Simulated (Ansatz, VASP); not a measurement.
# One calculation of Ga4AsP3, two programs

```
Ga P As
1.0
     3.82405    0.00000    0.00000
     0.00000    3.82405    5.40802
     0.00000   -3.82405    5.40802
Ga P As
4 3 1
Direct
  0.00000 0.00000 0.00000
  0.50000 0.50000 0.00000
  0.50000 0.00000 0.50000
  0.00000 0.50000 0.50000
  0.00000 0.62500 0.12500
  0.00000 0.12500 0.62500
  0.50000 0.62500 0.62500
  0.50000 0.12500 0.12500
```

Alike in both runs: task single point; functional PBE; k mesh 4 × 4 × 4; occupations gaussian, width 0.1 eV; no spin polarisation.

|  | VASP | Ansatz |
| --- | --- | --- |
| version | VASP 6.6.1 | Ansatz 0.2.0 |
| potentials or method | VASP PAW PBE potentials, release 64 (Ga_d, P, As), cutoff 520 eV | scalar-relativistic, plane waves, PAW |
| valence electrons in the cell | 72 | 82 |

```csv
,VASP,Ansatz,Ansatz less VASP
gap on the k mesh at the Fermi level (eV),1.48,1.49,+0.002
least direct gap on the mesh (eV),1.48,1.49,+0.002
pressure (GPa),7.8,7.8,-0.02
"traceless stress, the component that is largest in VASP (GPa)",0.61,0.62,+0.002
rms of the force components (eV/Å),0.302,0.293,-0.0087
```

Atom by atom the forces differ by 0.009 eV/Å (rms over components). The functional is the same, so the differences come from potentials, cutoffs and numerics. VASP's potentials hold 72 valence electrons a cell and Ansatz's 82, so a difference there can come from the potentials and not from the codes.
